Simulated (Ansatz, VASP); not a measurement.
# Bi: VASP beside Ansatz

The input INCAR:

```
SYSTEM = Bi
PREC = Accurate
ENCUT = 600
EDIFF = 1E-6
ISMEAR = 0
SIGMA = 0.1
LREAL = .False.
LASPH = .True.
NELM = 100
ALGO = Fast
ISIF = 3
LWAVE = .False.
LCHARG = .False.
GGA = PE
IBRION = 2
NSW = 100
EDIFFG = -0.01
```

Contents of KPOINTS:

```
Automatic mesh
0
Gamma
  20 20 20
  0 0 0
```

POSCAR

```
Bi
1.0
    0.0000000000      2.5115062870      2.5115062870
    2.5115062870      0.0000000000      2.5115062870
    2.5115062870      2.5115062870      0.0000000000
Bi
1
Direct
    0.0000000000      0.0000000000      0.0000000000
```

Input for Ansatz:

```yaml
crystal:
  lattice:
    - [0.0, 2.511506287, 2.511506287]
    - [2.511506287, 0.0, 2.511506287]
    - [2.511506287, 2.511506287, 0.0]
  atoms:
    - { symbol: Bi, position: [0.0, 0.0, 0.0] }
basis:
  ecutwfc: 420
kpoints:
  mp_grid: { grid: [20, 20, 20] }
hamiltonian:
  xc: pbe
scf:
  occupations: { method: gaussian, width: 0.1 }
output:
  forces: true
  stress: true
  eigenvalues: true
relax:
  adjacent_minimum: "off"
  f_tol: 0.01
  max_steps: 80
  cell: { stress_tol: 0.05 }
```

Alike in both runs: task relaxation of cell and atoms; functional PBE; k mesh 20 × 20 × 20; occupations gaussian, width 0.1 eV; no spin polarisation.

|  | VASP | Ansatz |
| --- | --- | --- |
| version | VASP 6.6.1 | Ansatz 0.2.0 |
| potentials or method | VASP PAW PBE potentials, release 64 (Bi_d), cutoff 600 eV | scalar-relativistic, plane waves, PAW |
| valence electrons in the cell | 15 | 15 |

Ansatz gave:

```
gap on the k mesh at the Fermi level, each at its own relaxed structure (eV) : none
relaxed volume (Å³/atom)                                                     : 31.78
relaxed cell length with the largest relative difference (Å)                 : 3.555
```

Q: What did VASP give for the same quantities?

A: gap on the k mesh at the Fermi level, each at its own relaxed structure (eV): none; relaxed volume (Å³/atom): 31.75; relaxed cell length with the largest relative difference (Å): 3.554.

A gap of «none» marks a metal or a gap that the smearing closes.

Neither program's run includes spin-orbit coupling.
